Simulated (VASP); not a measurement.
# Eu (Im-3m) in VASP: a series of runs

The runs below take Eu through single point, with r2SCAN.

All numbers are computed with VASP 6.6.1; they aren't measurements. Logs are shortened: lines on timing, memory, paths and dates and some standing lists are left out, and cuts for length are marked.

## (1) The cell of the first run

The structure is cubic, space group Im-3m (No. 229). The conventional cell has a = 4.455 Å, b = 4.455 Å, c = 4.455 Å, α = 90.00°, β = 90.00°, γ = 90.00°. Eu (site symmetry m-3m) has 14 Eu at 3.86 to 4.45 Å within 5.1 Å.

## (2) Single point, r2SCAN, collinear spin, ferromagnetic start

The input, POSCAR:

```
Eu
1.0
   -2.2274745855      2.2274745855      2.2274745855
    2.2274745855     -2.2274745855      2.2274745855
    2.2274745855      2.2274745855     -2.2274745855
Eu
1
Direct
    0.0000000000      0.0000000000      0.0000000000
```

The input, INCAR.step1:

```
PREC = Accurate
ENCUT = 520
ISMEAR = -1
SIGMA = 0.05
LREAL = F
LASPH = T
NELM = 150
ISPIN = 2
MAGMOM = 7.31
LMAXMIX = 6
NBANDS = 18
GGA = PE
ALGO = Normal
EDIFF = 1E-4
LWAVE = T
LCHARG = F
```

The input, INCAR.step2:

```
PREC = Accurate
ENCUT = 520
EDIFF = 1E-7
ISMEAR = -1
SIGMA = 0.05
LREAL = F
LASPH = T
NELM = 150
ALGO = Normal
ISIF = 2
LWAVE = F
LCHARG = F
ISPIN = 2
MAGMOM = 7.31
LORBIT = 11
LMAXMIX = 6
METAGGA = R2SCAN
LMIXTAU = T
NBANDS = 18
ISTART = 1
```

The input, KPOINTS:

```
regular mesh
0
Gamma
  4 4 4
```

Potentials or basis: VASP PAW PBE potentials, release 64 (Eu).

Launch:

```console
$ cat potpaw_PBE.64/Eu/POTCAR > POTCAR
$ cp INCAR.step1 INCAR
$ mpirun -np 1 vasp_std > vasp.out
$ cp INCAR.step2 INCAR
$ mpirun -np 1 vasp_std > vasp.out
```

OUTCAR:

```text
PREC = Accurate
   ENCUT = 520
   EDIFF = 1E-7
   ISMEAR = -1
   LREAL = F
   LASPH = T
   NELM = 150
   ISIF = 2
   ISPIN = 2
   LORBIT = 11
   METAGGA = R2SCAN
   ISTART = 1

 ion  position               nearest neighbor table
   1  0.000  0.000  0.000-

  LATTYP: Found a body centered cubic cell.
 ALAT       =     4.4549491710

  Lattice vectors:

 A1 = (  -2.2274745855,   2.2274745855,   2.2274745855)
 A2 = (   2.2274745855,  -2.2274745855,   2.2274745855)
 A3 = (   2.2274745855,   2.2274745855,  -2.2274745855)

Analysis of symmetry for initial positions (statically):
=====================================================================
 Subroutine PRICEL returns:
 Original cell was already a primitive cell.

 Routine SETGRP: Setting up the symmetry group for a
 body centered cubic supercell.

 Subroutine GETGRP returns: Found 48 space group operations
 (whereof 48 operations were pure point group operations)
 out of a pool of 48 trial point group operations.

The static configuration has the point symmetry O_h .

Analysis of symmetry for dynamics (positions and initial velocities):
=====================================================================
 Subroutine PRICEL returns:
 Original cell was already a primitive cell.

 Routine SETGRP: Setting up the symmetry group for a
 body centered cubic supercell.

 Subroutine GETGRP returns: Found 48 space group operations
 (whereof 48 operations were pure point group operations)
 out of a pool of 48 trial point group operations.

The dynamic configuration has the point symmetry O_h .

Analysis of structural, dynamic, and magnetic symmetry:
=====================================================================
 Subroutine PRICEL returns:
 Original cell was already a primitive cell.

 Routine SETGRP: Setting up the symmetry group for a
 body centered cubic supercell.

 Subroutine GETGRP returns: Found 48 space group operations
 (whereof 48 operations were pure point group operations)
 out of a pool of 48 trial point group operations.

The overall configuration has the point symmetry O_h .

 Subroutine INISYM returns: Found 48 space group operations
 (whereof 48 operations are pure point group operations),
 and found     1 'primitive' translations

----------------------------------------------------------------------------------------

                                     Primitive cell

  volume of cell :      44.2077

  direct lattice vectors                    reciprocal lattice vectors
    -2.227474585  2.227474585  2.227474585     0.000000000  0.224469452  0.224469452
     2.227474585 -2.227474585  2.227474585     0.224469452  0.000000000  0.224469452
     2.227474585  2.227474585 -2.227474585     0.224469452  0.224469452  0.000000000

  length of vectors
     3.858099155  3.858099155  3.858099155     0.317447744  0.317447744  0.317447744

  position of ions in fractional coordinates (direct lattice)
     0.000000000  0.000000000  0.000000000

  ion indices of the primitive-cell ions
   primitive index   ion index
                 1           1

----------------------------------------------------------------------------------------

 KPOINTS: regular mesh

Automatic generation of k-mesh.
 Grid dimensions read from file:
 generate k-points for:    4    4    4

 Generating k-lattice:

  Cartesian coordinates                     Fractional coordinates (reciprocal lattice)
     0.000000000  0.056117363  0.056117363     0.250000000  0.000000000  0.000000000
     0.056117363  0.000000000  0.056117363     0.000000000  0.250000000  0.000000000
     0.056117363  0.056117363  0.000000000     0.000000000  0.000000000  0.250000000

  Length of vectors
     0.079361936  0.079361936  0.079361936

  Shift w.r.t. Gamma in fractional coordinates (k-lattice)
     0.000000000  0.000000000  0.000000000

 Subroutine IBZKPT returns following result:
 ===========================================

 Found      8 irreducible k-points:

 Following reciprocal coordinates:
            Coordinates               Weight
  0.000000  0.000000  0.000000      1.000000
  0.250000  0.000000  0.000000     12.000000
  0.500000  0.000000  0.000000      6.000000
  0.250000  0.250000  0.000000     24.000000
  0.250000  0.250000  0.250000      2.000000
 -0.250000  0.250000  0.250000      6.000000
  0.500000  0.500000  0.250000     12.000000
  0.500000  0.500000  0.500000      1.000000
   k-points           NKPTS =      8   k-points in BZ     NKDIM =      8   number of bands    NBANDS=     18
   number of dos      NEDOS =    301   number of ions     NIONS =      1
   total plane-waves  NPLWV =  27000
   dimension x,y,z NGX =    30 NGY =   30 NGZ =   30
   dimension x,y,z NGXF=    60 NGYF=   60 NGZF=   60
   ions per type =               1
   NGX,Y,Z   is equivalent  to a cutoff of  12.93, 12.93, 12.93 a.u.
   NGXF,Y,Z  is equivalent  to a cutoff of  25.85, 25.85, 25.85 a.u.
 SYSTEM =  unknown system
   PREC   = accura    normal or accurate (medium, high low for compatibility)
   ISTART =      1    job   : 0-new  1-cont  2-samecut
   ICHARG =      0    charge: 1-file 2-atom 10-const
   ISPIN  =      2    spin polarized calculation?
   LNONCOLLINEAR =      F non collinear calculations
   LSORBIT =      F    spin-orbit coupling
   LASPH  =      T    aspherical Exc in radial PAW
   ENCUT  =  520.0 eV  38.22 Ry    6.18 a.u.   7.17  7.17  7.17*2*pi/ulx,y,z
   NELM   =    150;   NELMIN=  2; NELMDL=  0     # of ELM steps
   EDIFF  = 0.1E-06   stopping-criterion for ELM
   LREAL  =      F    real-space projection
   EDIFFG = 0.1E-05   stopping-criterion for IOM
   NSW    =      0    number of steps for IOM
   IBRION =     -1    ionic relax: 0-MD 1-quasi-New 2-CG
   NFREE  =      0    steps in history (QN), initial steepest desc. (CG)
   ISIF   =      2    stress and relaxation
   ISYM   =      2    0-nonsym 1-usesym 2-fastsym
   POTIM  = 0.5000    time-step for ionic-motion
   TEBEG  =    0.0;   TEEND  =   0.0 temperature during run
   PSTRESS=    0.0 pullay stress
   NELECT =      17.0000    total number of electrons
   NUPDOWN=      -1.0000    fix difference up-down
   EMIN   =  10.00;   EMAX   =-10.00  energy-range for DOS
   EFERMI =   0.00;   METHOD = LEGACY
   ISMEAR =    -1;   SIGMA  =   0.05  broadening in eV -4-tet -1-fermi 0-gaus
   EFERMI_NEDOS =   21; number of points for ismear=-14 and -15
   IALGO  =     38    algorithm
   IMIX   =      4    mixing-type and parameters
     AMIX     =   0.40;   BMIX     =  1.00
     AMIX_MAG =   1.60;   BMIX_MAG =  1.00
  volume/ion in A,a.u.               =      44.21       298.33
  Fermi-wavevector in a.u.,A,eV,Ry     =   1.190488  2.249696 19.283018  1.417262
  Thomas-Fermi vector in A             =   2.326572
   LORBIT       =     11    0 simple, 1 ext, 2 COOP (PROOUT), +10 PAW based schemes
   METAGGA = R2SCAN    functional components
   LHFCALC =     F    Hartree Fock is set to
   AEXX    =    0.0000 exact exchange contribution
   IVDW    =     0    specifies the selected vdW correction
   LEPSILON=     F    determine dielectric tensor
   LRPA    =     F    only Hartree local field effects (RPA)
 spin polarized calculation
  energy-cutoff  :      520.00
  volume of cell :       44.21
 maximum number of plane-waves:      1205
 NGX is ok and might be reduce to    30
   NGX = 15   NGY = 15   NGZ = 15

 number of electron      16.9999996 magnetization       7.4328323

 Free energy of the ion-electron system (eV)
  ---------------------------------------------------
  ext. energy  EPLUGINS =         0.00000000
  ---------------------------------------------------
  free energy    TOTEN  =       -39.66285358 eV

  energy without entropy =      -39.65433432  energy(sigma->0) =      -39.65859395

 E-fermi :   1.9056     XC(G=0):  -9.1227

 val. band max:        1.8855765657   @ k =   0.5000   0.5000   0.5000
 cond. band min:       1.9289482931   @ k =   0.2500   0.2500   0.2500
 fundamental gap:      0.0433717274
 Fermi energy:         1.9055911038

 spin component 1

 k-point     1 :       0.0000    0.0000    0.0000
  band No.  band energies     occupation
      1     -41.2230      1.00000
      2     -19.2066      1.00000
      3     -19.2066      1.00000
      4     -19.2066      1.00000
      5      -2.7227      1.00000
      6       1.3525      0.99998
[... 10 lines left out ...]
     17       5.4829      0.00000
     18      11.5288      0.00000

 k-point     2 :       0.2500    0.0000    0.0000
  band No.  band energies     occupation
      1     -41.2085      1.00000
      2     -19.4021      1.00000
      3     -19.2674      1.00000
      4     -19.2081      1.00000
      5      -1.4271      1.00000
      6       1.3418      0.99999
[... 10 lines left out ...]
     17       5.6395      0.00000
     18      11.3598      0.00000

 k-point     3 :       0.5000    0.0000    0.0000
  band No.  band energies     occupation
      1     -41.1939      1.00000
      2     -19.5878      1.00000
      3     -19.3273      1.00000
      4     -19.2098      1.00000
      5       0.1546      1.00000
      6       1.3011      0.99999
[... 10 lines left out ...]
     17       7.7864      0.00000
     18       9.1243      0.00000

 k-point     4 :       0.2500    0.2500    0.0000
  band No.  band energies     occupation
      1     -41.1939      1.00000
      2     -19.5175      1.00000
      3     -19.3648      1.00000
      4     -19.2465      1.00000
      5       0.4363      1.00000
      6       1.3026      0.99999
[... 38 lines left out ...]
      3     -19.3335      1.00000
      4     -19.3334      1.00000
      5      -0.3500      1.00000
      6       1.2543      1.00000
[... 10 lines left out ...]
     17       6.0057      0.00000
     18      10.5944      0.00000

 k-point     7 :       0.5000    0.5000    0.2500
  band No.  band energies     occupation
      1     -41.1832      1.00000
      2     -19.5283      1.00000
      3     -19.3983      1.00000
      4     -19.3414      1.00000
      5       0.8984      1.00000
      6       1.1611      1.00000
[... 10 lines left out ...]
     17       7.5154      0.00000
     18       8.7066      0.00000

 k-point     8 :       0.5000    0.5000    0.5000
  band No.  band energies     occupation
      1     -41.1725      1.00000
      2     -19.4679      1.00000
      3     -19.4679      1.00000
      4     -19.4679      1.00000
      5       0.6817      1.00000
      6       0.6817      1.00000
[... 10 lines left out ...]
     17       7.2626      0.00000
     18       7.2626      0.00000
 Fermi energy:         1.9055911038

 spin component 2

 k-point     1 :       0.0000    0.0000    0.0000
  band No.  band energies     occupation
      1     -37.5024      1.00000
      2     -16.5235      1.00000
      3     -16.5235      1.00000
      4     -16.5235      1.00000
      5      -1.5477      1.00000
      6       5.0968      0.00000
[... 10 lines left out ...]
     17       8.0690      0.00000
     18      12.9799      0.00000

 k-point     2 :       0.2500    0.0000    0.0000
  band No.  band energies     occupation
      1     -37.4817      1.00000
      2     -16.7840      1.00000
      3     -16.6048      1.00000
      4     -16.5242      1.00000
      5      -0.2198      1.00000
      6       3.9882      0.00000
[... 10 lines left out ...]
     17       8.1811      0.00000
     18      12.9177      0.00000

 k-point     3 :       0.5000    0.0000    0.0000
  band No.  band energies     occupation
      1     -37.4609      1.00000
      2     -17.0278      1.00000
      3     -16.6846      1.00000
      4     -16.5254      1.00000
      5       1.2309      1.00000
      6       3.5352      0.00000
[... 10 lines left out ...]
     17       9.4117      0.00000
     18      10.8698      0.00000

 k-point     4 :       0.2500    0.2500    0.0000
  band No.  band energies     occupation
      1     -37.4609      1.00000
      2     -16.9359      1.00000
      3     -16.7340      1.00000
      4     -16.5753      1.00000
      5       1.6377      0.99531
      6       3.0575      0.00000
[... 39 lines left out ...]
      4     -16.6936      1.00000
      5       0.8983      1.00000
      6       3.5508      0.00000
[... 10 lines left out ...]
     17       8.2000      0.00000
     18      12.2783      0.00000

 k-point     7 :       0.5000    0.5000    0.2500
  band No.  band energies     occupation
      1     -37.4454      1.00000
      2     -16.9512      1.00000
      3     -16.7800      1.00000
      4     -16.7035      1.00000
      5       2.1656      0.00548
      6       2.5974      0.00000
[... 10 lines left out ...]
     17       9.1112      0.00000
     18      10.4185      0.00000

 k-point     8 :       0.5000    0.5000    0.5000
  band No.  band energies     occupation
      1     -37.4299      1.00000
      2     -16.8729      1.00000
      3     -16.8729      1.00000
      4     -16.8729      1.00000
      5       1.8856      0.59876
      6       1.8856      0.59876
[... 10 lines left out ...]
     17       9.0236      0.00000
     18       9.0236      0.00000

------------------------ aborting loop because EDIFF is reached ----------------------------------------

  FORCE on cell =-STRESS in cart. coord.  units (eV):
  Direction    XX          YY          ZZ          XY          YZ          ZX
  --------------------------------------------------------------------------------------
  -------------------------------------------------------------------------------------
  Total        0.0125959      0.0125959      0.0125959      0.0000000      0.0000000      0.0000000
  in kB        0.4564997      0.4564997      0.4564997      0.0000000      0.0000000      0.0000000
  external PRESSURE =       0.4564997 kB  Pullay stress =       0.0000000 kB

 VOLUME and BASIS-vectors are now :
 -----------------------------------------------------------------------------
  energy-cutoff  :      520.00
  volume of cell :       44.21
      direct lattice vectors                 reciprocal lattice vectors
    -2.227474585  2.227474585  2.227474585     0.000000000  0.224469452  0.224469452
     2.227474585 -2.227474585  2.227474585     0.224469452  0.000000000  0.224469452
     2.227474585  2.227474585 -2.227474585     0.224469452  0.224469452  0.000000000

 POSITION                                       TOTAL-FORCE (eV/Angst)
 -----------------------------------------------------------------------------------
      0.00000      0.00000      0.00000        -0.000000      0.000000     -0.000000
 -----------------------------------------------------------------------------------
    total drift:                               -0.000000     -0.000000      0.000000

  FREE ENERGIE OF THE ION-ELECTRON SYSTEM (eV)
  ---------------------------------------------------
  free  energy   TOTEN  =       -39.6628535833 eV

  energy  without entropy=      -39.6543343167  energy(sigma->0) =      -39.65859395

 total charge

# of ion       s       p       d       f       tot
--------------------------------------------------
    1        2.086   5.764   0.247   6.683  14.780

 magnetization (x)

# of ion       s       p       d       f       tot
--------------------------------------------------
    1       -0.015  -0.164   0.137   6.682   6.640
```

It took 3.7 min on 1 thread of Intel Xeon 8259CL, shared host; peak memory 0.21 GiB.

What came out:

```yaml
Free_energy: -39.6629 eV
Pressure: 0.0 GPa
Net_moment: 7.43 μB per cell
Site_moments: Eu +6.64 μB
Valence_electrons_inside_the_program's_atomic_spheres: Eu 14.78
```

Caveat: the k points lie up to 0.50 Å⁻¹ apart; the PAW data sets were made with another functional, which shifts forces and pressure a little; spin-orbit coupling is left out, which moves the levels of the heavy elements; semilocal functionals describe open f shells poorly, which spoils levels, moments and volumes.

(Part 1 of 2 ends here.)
